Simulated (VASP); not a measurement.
A run of VASP 6.6.1 is set up as follows.

INCAR

```
SYSTEM = CdS
  PREC = Accurate
  ENCUT = 630
  EDIFF = 1E-6
  ISMEAR = 0
  SIGMA = 0.01
  LREAL = .FALSE.
  LASPH = .TRUE.
  NELM = 120
  ALGO = Normal
  ISIF = 2
  LWAVE = .FALSE.
  LCHARG = .FALSE.
  GGA = PS
  NBANDS = 34
  GGA_COMPAT = .FALSE.
```

File KPOINTS:

```
Automatic mesh
0
G
  9 9 4
  0 0 0
```

Contents of POSCAR:

```
CdS
1.0
    4.1245340297      0.0000000000      0.0000000000
   -2.0622670149      3.5719512485      0.0000000000
    0.0000000000      0.0000000000      6.7092066191
Cd S
2 2
Direct
    0.3333333333      0.6666666667     -0.0553321361
    0.6666666667      0.3333333333      0.4446678639
    0.3333333333      0.6666666667      0.4323321361
    0.6666666667      0.3333333333      0.9323321361
```

Potentials or basis: VASP PAW PBE potentials, release 64 (Cd_sv_GW, S).

Launch:

```sh
$ cat potpaw_PBE.64/Cd_sv_GW/POTCAR potpaw_PBE.64/S/POTCAR > POTCAR
$ mpirun -np 1 vasp_std > vasp.out
```

(1) What does it give for the largest force?

(2) Predict the band gap on the k mesh.

(3) Predict the pressure.

## Answers

(1) 0.177 eV/Å.

(2) 1.35 eV.

(3) 3.8 GPa.

Caveat: the cell differs from its parent crystal (atoms moved along the polar distortion); the stress differs along the axes, from -3 to 7 GPa; the PAW data sets were made with another functional, which shifts forces and pressure a little.
